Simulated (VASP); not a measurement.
# W (I4/mmm) in VASP: single point with PBE

Aim: the single point of W with PBE.

Everything below comes from runs of VASP 6.6.1. Logs are shortened: lines on timing, memory, paths and dates and some standing lists are left out, and cuts for length are marked.

### Step 1. The cell of the first run

The structure is tetragonal, space group I4/mmm (No. 139). The conventional cell has a = 2.688 Å, b = 2.688 Å, c = 4.563 Å, α = 90.00°, β = 90.00°, γ = 90.00°. Within 3.5 Å of W (site symmetry 4/mmm) lie 12 W at 2.69 to 2.97 Å.

### Step 2. Single point, PBE

Input file INCAR:

```
SYSTEM = W
ALGO = Normal ; EDIFF = 1E-6
ENCUT = 520 ; GGA = PE
ISIF = 2 ; ISMEAR = 0
LASPH = .True. ; LCHARG = .False.
LREAL = .False. ; LWAVE = .False.
NBANDS = 13 ; NELM = 60
PREC = Accurate ; SIGMA = 0.1
```

Input file KPOINTS:

```
k-points
0
Gamma
  20 20 20
  0 0 0
```

Input file POSCAR:

```
W
1.0
   -1.3442416816      1.3442416816      2.2815998237
    1.3442416816     -1.3442416816      2.2815998237
    1.3442416816      1.3442416816     -2.2815998237
W
1
Direct
    0.0000000000      0.0000000000      0.0000000000
```

Potentials or basis: VASP PAW PBE potentials, release 64 (W_sv).

Command:

```bash
$ cat potpaw_PBE.64/W_sv/POTCAR > POTCAR
$ mpirun -np 1 vasp_std > vasp.out
```

OUTCAR:

```text
SYSTEM = W
   EDIFF = 1E-6
   ENCUT = 520
   GGA = PE
   ISIF = 2
   ISMEAR = 0
   LASPH = .True.
   LREAL = .False.
   NELM = 60
   PREC = Accurate

 ion  position               nearest neighbor table
   1  0.000  0.000  0.000-

  LATTYP: Found a body centered tetragonal cell.
 ALAT       =     2.6884833632
 C/A-ratio  =     1.6973137010

  Lattice vectors:

 A1 = (  -1.3442416816,   1.3442416816,   2.2815998237)
 A2 = (   1.3442416816,  -1.3442416816,   2.2815998237)
 A3 = (   1.3442416816,   1.3442416816,  -2.2815998237)

Analysis of symmetry for initial positions (statically):
=====================================================================
 Subroutine PRICEL returns:
 Original cell was already a primitive cell.

 Routine SETGRP: Setting up the symmetry group for a
 body centered tetragonal supercell.

 Subroutine GETGRP returns: Found 16 space group operations
 (whereof 16 operations were pure point group operations)
 out of a pool of 16 trial point group operations.

The static configuration has the point symmetry D_4h.

Analysis of symmetry for dynamics (positions and initial velocities):
=====================================================================
 Subroutine PRICEL returns:
 Original cell was already a primitive cell.

 Routine SETGRP: Setting up the symmetry group for a
 body centered tetragonal supercell.

 Subroutine GETGRP returns: Found 16 space group operations
 (whereof 16 operations were pure point group operations)
 out of a pool of 16 trial point group operations.

The dynamic configuration has the point symmetry D_4h.

 Subroutine INISYM returns: Found 16 space group operations
 (whereof 16 operations are pure point group operations),
 and found     1 'primitive' translations

----------------------------------------------------------------------------------------

                                     Primitive cell

  volume of cell :      16.4913

  direct lattice vectors                    reciprocal lattice vectors
    -1.344241682  1.344241682  2.281599824     0.000000000  0.371956923  0.219144477
     1.344241682 -1.344241682  2.281599824     0.371956923  0.000000000  0.219144477
     1.344241682  1.344241682 -2.281599824     0.371956923  0.371956923  0.000000000

  length of vectors
     2.969792779  2.969792779  2.969792779     0.431713162  0.431713162  0.526026525

  position of ions in fractional coordinates (direct lattice)
     0.000000000  0.000000000  0.000000000

  ion indices of the primitive-cell ions
   primitive index   ion index
                 1           1

----------------------------------------------------------------------------------------

 KPOINTS: k-points

Automatic generation of k-mesh.
 Grid dimensions read from file:
 generate k-points for:   20   20   20

 Generating k-lattice:

  Cartesian coordinates                     Fractional coordinates (reciprocal lattice)
     0.000000000  0.018597846  0.010957224     0.050000000  0.000000000 -0.000000000
     0.018597846  0.000000000  0.010957224     0.000000000  0.050000000 -0.000000000
     0.018597846  0.018597846  0.000000000     0.000000000  0.000000000  0.050000000

  Length of vectors
     0.021585658  0.021585658  0.026301326

  Shift w.r.t. Gamma in fractional coordinates (k-lattice)
     0.000000000  0.000000000  0.000000000

 Subroutine IBZKPT returns following result:
 ===========================================

 Found    641 irreducible k-points:

 Following reciprocal coordinates:
            Coordinates               Weight
  0.000000  0.000000  0.000000      1.000000
  0.050000  0.000000 -0.000000      8.000000
  0.100000  0.000000 -0.000000      8.000000
  0.150000  0.000000 -0.000000      8.000000
  0.200000  0.000000 -0.000000      8.000000
  0.250000  0.000000  0.000000      8.000000
[... 16 lines left out ...]
 -0.400000  0.050000  0.000000     16.000000
 -0.350000  0.050000  0.000000     16.000000
 [... further k-points ...]
   k-points           NKPTS =    641   k-points in BZ     NKDIM =    641   number of bands    NBANDS=     13
   number of dos      NEDOS =    301   number of ions     NIONS =      1
   total plane-waves  NPLWV =  13824
   dimension x,y,z NGX =    24 NGY =   24 NGZ =   24
   dimension x,y,z NGXF=    48 NGYF=   48 NGZF=   48
   ions per type =               1
   NGX,Y,Z   is equivalent  to a cutoff of  13.43, 13.43, 13.43 a.u.
   NGXF,Y,Z  is equivalent  to a cutoff of  26.87, 26.87, 26.87 a.u.
 SYSTEM =  W
   PREC   = accura    normal or accurate (medium, high low for compatibility)
   ISTART =      0    job   : 0-new  1-cont  2-samecut
   ICHARG =      2    charge: 1-file 2-atom 10-const
   ISPIN  =      1    spin polarized calculation?
   LNONCOLLINEAR =      F non collinear calculations
   LSORBIT =      F    spin-orbit coupling
   LASPH  =      T    aspherical Exc in radial PAW
   ENCUT  =  520.0 eV  38.22 Ry    6.18 a.u.   5.52  5.52  5.52*2*pi/ulx,y,z
   NELM   =     60;   NELMIN=  2; NELMDL= -5     # of ELM steps
   EDIFF  = 0.1E-05   stopping-criterion for ELM
   LREAL  =      F    real-space projection
   EDIFFG = 0.1E-04   stopping-criterion for IOM
   NSW    =      0    number of steps for IOM
   IBRION =     -1    ionic relax: 0-MD 1-quasi-New 2-CG
   NFREE  =      0    steps in history (QN), initial steepest desc. (CG)
   ISIF   =      2    stress and relaxation
   ISYM   =      2    0-nonsym 1-usesym 2-fastsym
   POTIM  = 0.5000    time-step for ionic-motion
   TEBEG  =    0.0;   TEEND  =   0.0 temperature during run
   PSTRESS=    0.0 pullay stress
   NELECT =      14.0000    total number of electrons
   NUPDOWN=      -1.0000    fix difference up-down
   EMIN   =  10.00;   EMAX   =-10.00  energy-range for DOS
   EFERMI =   0.00;   METHOD = LEGACY
   ISMEAR =     0;   SIGMA  =   0.10  broadening in eV -4-tet -1-fermi 0-gaus
   EFERMI_NEDOS =   21; number of points for ismear=-14 and -15
   IALGO  =     38    algorithm
   IMIX   =      4    mixing-type and parameters
     AMIX     =   0.40;   BMIX     =  1.00
     AMIX_MAG =   1.60;   BMIX_MAG =  1.00
  volume/ion in A,a.u.               =      16.49       111.29
  Fermi-wavevector in a.u.,A,eV,Ry     =   1.550123  2.929307 32.693178  2.402881
  Thomas-Fermi vector in A             =   2.654831
   LORBIT       =      0    0 simple, 1 ext, 2 COOP (PROOUT), +10 PAW based schemes
   GGA     = PE    functional components
   LHFCALC =     F    Hartree Fock is set to
   AEXX    =    0.0000 exact exchange contribution
   IVDW    =     0    specifies the selected vdW correction
   LEPSILON=     F    determine dielectric tensor
   LRPA    =     F    only Hartree local field effects (RPA)
 non-spin polarized calculation
 Gauss-broadening in eV      SIGMA  =   0.10
  energy-cutoff  :      520.00
  volume of cell :       16.49
 maximum number of plane-waves:       461
 NGX is ok and might be reduce to    24
   NGX = 11   NGY = 11   NGZ = 11

 number of electron      14.0000000 magnetization

 Free energy of the ion-electron system (eV)
  ---------------------------------------------------
  ext. energy  EPLUGINS =         0.00000000
  ---------------------------------------------------
  free energy    TOTEN  =       -12.57598058 eV

  energy without entropy =      -12.57249568  energy(sigma->0) =      -12.57423813

 E-fermi :  10.8493     XC(G=0): -13.4041

 val. band max:       10.8468652517   @ k =  -0.4500   0.2000   0.0000
 cond. band min:      10.8494633012   @ k =   0.2000   0.1000   0.0500
 fundamental gap:      0.0025980496
 Fermi energy:        10.8493029805

 k-point     1 :       0.0000    0.0000    0.0000
  band No.  band energies     occupation
      1     -63.3144      2.00000
      2     -27.0822      2.00000
      3     -26.8449      2.00000
      4     -26.8449      2.00000
      5       1.4762      2.00000
      6       8.3015      2.00000
      7      10.7613      1.78682
      8      10.9738      0.07820
      9      10.9738      0.07820
     10      14.6950      0.00000
     11      23.7032      0.00000
     12      25.2136      0.00000
     13      30.4319      0.00000

 k-point     2 :       0.0500    0.0000   -0.0000
  band No.  band energies     occupation
      1     -63.3116      2.00000
      2     -27.0910      2.00000
      3     -26.8748      2.00000
      4     -26.8451      2.00000
      5       1.5875      2.00000
      6       8.3471      2.00000
      7      10.7344      1.89575
      8      10.9008      0.46616
      9      11.0241      0.01343
     10      14.6022      0.00000
     11      23.9229      0.00000
     12      25.3663      0.00000
     13      29.7962      0.00000

 k-point     3 :       0.1000    0.0000   -0.0000
  band No.  band energies     occupation
      1     -63.3035      2.00000
      2     -27.1215      2.00000
      3     -26.9557      2.00000
      4     -26.8459      2.00000
      5       1.9115      2.00000
      6       8.4665      2.00000
      7      10.4308      2.00000
      8      10.9703      0.08703
      9      11.1673      0.00001
     10      14.3517      0.00000
     11      24.4703      0.00000
     12      25.7980      0.00000
     13      28.7469      0.00000

 k-point     4 :       0.1500    0.0000   -0.0000
  band No.  band energies     occupation
      1     -63.2907      2.00000
      2     -27.1982      2.00000
      3     -27.0503      2.00000
      4     -26.8471      2.00000
      5       2.4170      2.00000
      6       8.6150      2.00000
      7       9.9594      2.00000
      8      11.2311      0.00000
      9      11.3761      0.00000
     10      14.0193      0.00000
     11      24.9536      0.00000
     12      26.3038      0.00000
     13      28.2690      0.00000

 k-point     5 :       0.2000    0.0000   -0.0000
  band No.  band energies     occupation
      1     -63.2746      2.00000
      2     -27.3472      2.00000
      3     -27.1132      2.00000
      4     -26.8486      2.00000
      5       3.0471      2.00000
      6       8.7543      2.00000
      7       9.4745      2.00000
      8      11.5861      0.00000
      9      11.6956      0.00000
     10      13.7207      0.00000
     11      24.7084      0.00000
     12      26.6985      0.00000
     13      29.0263      0.00000
[... 257 lines left out ...]
 k-point    22 :      -0.4500    0.0500    0.0000
  band No.  band energies     occupation
      1     -63.2006      2.00000
      2     -28.0809      2.00000
      3     -27.2719      2.00000
      4     -26.8785      2.00000
      5       4.9696      2.00000
      6       8.6114      2.00000
      7      10.2705      2.00000
      8      11.1509      0.00002
      9      14.7517      0.00000
     10      15.5215      0.00000
     11      21.4366      0.00000
     12      23.1387      0.00000
     13      29.2695      0.00000

 k-point    23 :      -0.4000    0.0500    0.0000
  band No.  band energies     occupation
      1     -63.2097      2.00000
      2     -27.9911      2.00000
      3     -27.2523      2.00000
      4     -26.8755      2.00000
      5       4.9016      2.00000
      6       8.6680      2.00000
      7       9.8229      2.00000
      8      11.1296      0.00007
      9      14.3381      0.00000
     10      14.9465      0.00000
     11      22.0392      0.00000
     12      24.0017      0.00000
     13      30.3916      0.00000

 k-point    24 :      -0.3500    0.0500    0.0000
  band No.  band energies     occupation
      1     -63.2232      2.00000
      2     -27.8552      2.00000
      3     -27.2247      2.00000
      4     -26.8726      2.00000
      5       4.6865      2.00000
      6       8.7214      2.00000
      7       9.3758      2.00000
      8      11.2885      0.00000
      9      13.7735      0.00000
     10      14.1988      0.00000
     11      22.7282      0.00000
     12      25.2733      0.00000
     13      30.9643      0.00000

 [... further k-points ...]

------------------------ aborting loop because EDIFF is reached ----------------------------------------

  FORCE on cell =-STRESS in cart. coord.  units (eV):
  Direction    XX          YY          ZZ          XY          YZ          ZX
  --------------------------------------------------------------------------------------
  -------------------------------------------------------------------------------------
  Total        0.0525966      0.0525966      0.0248966      0.0000000     -0.0000000      0.0000000
  in kB        5.1099184      5.1099184      2.4187785      0.0000000     -0.0000000      0.0000000
  external PRESSURE =       4.2128718 kB  Pullay stress =       0.0000000 kB

 VOLUME and BASIS-vectors are now :
 -----------------------------------------------------------------------------
  energy-cutoff  :      520.00
  volume of cell :       16.49
      direct lattice vectors                 reciprocal lattice vectors
    -1.344241682  1.344241682  2.281599824     0.000000000  0.371956923  0.219144477
     1.344241682 -1.344241682  2.281599824     0.371956923  0.000000000  0.219144477
     1.344241682  1.344241682 -2.281599824     0.371956923  0.371956923  0.000000000

 POSITION                                       TOTAL-FORCE (eV/Angst)
 -----------------------------------------------------------------------------------
      0.00000      0.00000      0.00000        -0.000000      0.000000      0.000000
 -----------------------------------------------------------------------------------
    total drift:                                0.000000      0.000000     -0.000000

  FREE ENERGIE OF THE ION-ELECTRON SYSTEM (eV)
  ---------------------------------------------------
  free  energy   TOTEN  =       -12.5759805805 eV

  energy  without entropy=      -12.5724956803  energy(sigma->0) =      -12.57423813
```

Run time: 2.8 min. Hardware: 1 thread of Intel Xeon 8259CL, shared host; peak memory 0.25 GiB.

What came out:

```yaml
Free_energy: -12.5760 eV
Pressure: 0.4 GPa
Band_gap_on_the_k_mesh: zero (bands 7 and 8 overlap by 4.12 eV)
```

Caveat: spin-orbit coupling is left out, which moves the levels of the heavy elements.
